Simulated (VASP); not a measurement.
Write the native input for VASP 6.6.1 that does the following.

- Task: single point
- Functional: PBE
- Potentials or basis: VASP PAW PBE potentials, release 64 (Ag)
- Cutoff: 520 eV
- k mesh: 15 × 15 × 14
- Occupations: fermi-dirac, width 0.08 eV
- Spin: no spin polarisation
- Dipole correction: no
- Further INCAR settings: ALGO = Normal; EDIFF = 1e-06; NBANDS = 12

The structure of Ag lies in POSCAR:

```
Ag
1.0
    2.7330660471      0.0000000000      0.0000000000
   -1.3665330236      2.3669046270      0.0000000000
    0.0000000000      0.0000000000      2.6427105835
Ag
1
Direct
    0.0000000000      0.0000000000      0.0000000000
```

One way to write it, as run:

INCAR

```
SYSTEM = Ag
PREC = Accurate
ENCUT = 520
EDIFF = 1E-6
ISMEAR = -1
SIGMA = 0.08
LREAL = .False.
LASPH = .True.
NELM = 100
ALGO = Normal
ISIF = 2
LWAVE = .False.
LCHARG = .False.
GGA = PE
NBANDS = 12
```

KPOINTS

```
Automatic mesh
0
Gamma
  15 15 14
  0 0 0
```

Potentials or basis: VASP PAW PBE potentials, release 64 (Ag).

Command:

```console
$ cat potpaw_PBE.64/Ag/POTCAR > POTCAR
$ mpirun -np 1 vasp_std > vasp.out
```

It gave:

| Quantity | Value |
| --- | --- |
| Pressure | 13.8 GPa |

Run time: 25 s on 1 thread of AMD EPYC 7R43 64-Core Processor (Zen 3), on a shared host, peak memory 0.12 GiB.
